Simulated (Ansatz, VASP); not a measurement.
**Two plane-wave programs on SnTe**

```
Sn Te
1.0
     0.00000    3.52540    3.52540
     3.52540    0.00000    3.52540
     3.52540    3.52540    0.00000
Sn Te
1 1
Direct
  0.00000 0.00000 0.00000
  0.25000 0.25000 0.25000
```

Alike in both runs: functional PBEsol; dispersion D3(BJ); k mesh 6 × 6 × 6; no spin polarisation.

Ansatz relaxed the structure, and its values are those at the end. VASP's run is a single point on that final structure, the one shown.

|  | VASP | Ansatz |
| --- | --- | --- |
| version | VASP 6.6.1 | Ansatz 0.2.0 |
| potentials or method | VASP PAW PBE potentials, release 64 (Sn_d, Te), cutoff 500 eV | plane waves, PAW |
| occupations | gaussian, width 0.01 eV | fixed |
| valence electrons in the cell | 20 | 30 |

```tsv
	VASP	Ansatz	Ansatz less VASP
pressure (GPa)	0.0	0.0	-0.01
```

VASP's potentials were made for PBE, not for PBEsol. VASP's potentials hold 20 valence electrons a cell and Ansatz's 30, so a difference there can come from the potentials and not from the codes. Ansatz's warnings: metallic iterate, stress scf threshold loose.

Neither program's run includes spin-orbit coupling.
